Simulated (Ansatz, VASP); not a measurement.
# Two plane-wave programs on InSb

```
CELL_PARAMETERS angstrom
0.00000 3.23910 3.23910
3.23910 0.00000 3.23910
3.23910 3.23910 0.00000
ATOMIC_POSITIONS crystal
In 0.00000 0.00000 0.00000
Sb 0.75000 0.75000 0.75000
```

Alike in both runs: functional PBE; k mesh 12 × 12 × 12; occupations fermi-dirac, width 0.05 eV; no spin polarisation.

Ansatz relaxed the structure, and its values are those at the end. VASP's run is a single point on that final structure, the one shown.

|  | VASP | Ansatz |
| --- | --- | --- |
| version | VASP 6.6.1 | Ansatz 0.2.0 |
| potentials or method | VASP PAW PBE potentials, release 64 (In_d, Sb) | plane-wave PAW, scalar-relativistic |
| plane-wave cutoff (eV) | 500 | 420 |
| valence electrons in the cell | 18 | 28 |

```csv
,VASP,Ansatz,Ansatz less VASP
pressure (GPa),3.1,3.1,+0.03
```

VASP's potentials hold 18 valence electrons a cell and Ansatz's 28, so a difference there can come from the potentials and not from the codes. Ansatz's warnings: stress scf threshold loose.

Neither program's run includes spin-orbit coupling.
